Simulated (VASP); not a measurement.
# Ag: single point with PBEsol

Ag:

```xyz
1
Lattice="0.0000 2.0431 2.2065 2.0431 0.0000 2.2065 2.0431 2.0431 0.0000" Properties=species:S:1:pos:R:3 pbc="T T T"
Ag    0.0000    0.0000    0.0000
```

This cell differs from its parent crystal: strain +0.000 along x and y, +0.080 along z.

```
Program             : VASP 6.6.1
Task                : single point
Functional          : PBEsol
Potentials or basis : VASP PAW PBE potentials, release 64 (Ag)
Cutoff              : 520 eV
k mesh              : 20 × 20 × 20
Occupations         : gaussian, width 0.15 eV
Spin                : no spin polarisation
```

| Item | Value |
| --- | --- |
| Pressure | -8.9 GPa |
| Band gap on the k mesh | zero (an odd number of electrons rules out a gap without spin polarisation) |

Stress tensor (GPa, compression positive):
```
 -7.93   0.00   0.00
  0.00  -7.93   0.00
  0.00   0.00 -10.78
```

Levels at points of the mesh, in eV from the Fermi level:
| k point | band 4 | band 5 | band 6 | band 7 | band 8 | band 9 |
| --- | --- | --- | --- | --- | --- | --- |
| (0.00, 0.00, 0.00) | -4.34 | -3.84 | -3.38 | 15.88 | 18.42 | 19.17 |
| (0.50, 0.00, 0.00) | -2.98 | -2.82 | -0.24 | 3.20 | 14.45 | 16.79 |
| (0.50, 0.50, 0.00) | -2.75 | -2.75 | 0.85 | 4.97 | 11.12 | 11.12 |
| (0.50, 0.00, 0.50) | -2.89 | -2.54 | 2.04 | 6.75 | 9.82 | 9.83 |

Run time: 110 s on 1 thread of Intel Xeon 8259CL, on a shared host, peak memory 0.26 GiB.

Caveat: the cell differs from its parent crystal (strain +0.000 along x and y, +0.080 along z); the cell stands under tension; the PAW data sets were made with another functional, which shifts forces and pressure a little.
